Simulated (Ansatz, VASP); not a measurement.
Sc2GeTe2: VASP beside Ansatz

```
CELL_PARAMETERS angstrom
4.14975 0.00000 0.00000
-2.07487 3.59379 0.00000
0.00000 0.00000 12.67824
ATOMIC_POSITIONS crystal
Sc 0.33333 0.66667 0.21309
Sc 0.33333 0.66667 0.78691
Ge 0.33333 0.66667 0.00000
Te 0.66667 0.33333 0.67165
Te 0.66667 0.33333 0.32835
```

Alike in both runs: functional PBE; k mesh 6 × 6 × 2; occupations gaussian, width 0.1 eV; no spin polarisation.

Ansatz relaxed the structure, and its values are those at the end. VASP's run is a single point on that final structure, the one shown.

|  | VASP | Ansatz |
| --- | --- | --- |
| version | VASP 6.6.1 | Ansatz 0.2.0 |
| potentials or method | VASP PAW PBE potentials, release 64 (Sc_sv, Ge_d, Te), cutoff 520 eV | scalar-relativistic, plane waves, PAW |
| valence electrons in the cell | 48 | 68 |

VASP gave:

| Quantity | Value |
| --- | --- |
| gap on the k mesh at the Fermi level (eV) | none |
| pressure (GPa) | 0.1 |
| rms of the force components (eV/Å) | 0.013 |

**Question.** Which values does Ansatz return?

**Answer.** gap on the k mesh at the Fermi level (eV): none; pressure (GPa): 0.0; rms of the force components (eV/Å): 0.004.

A gap of «none» marks a metal or a gap that the smearing closes. VASP's potentials hold 48 valence electrons a cell and Ansatz's 68, so a difference there can come from the potentials and not from the codes.

Neither program's run includes spin-orbit coupling.
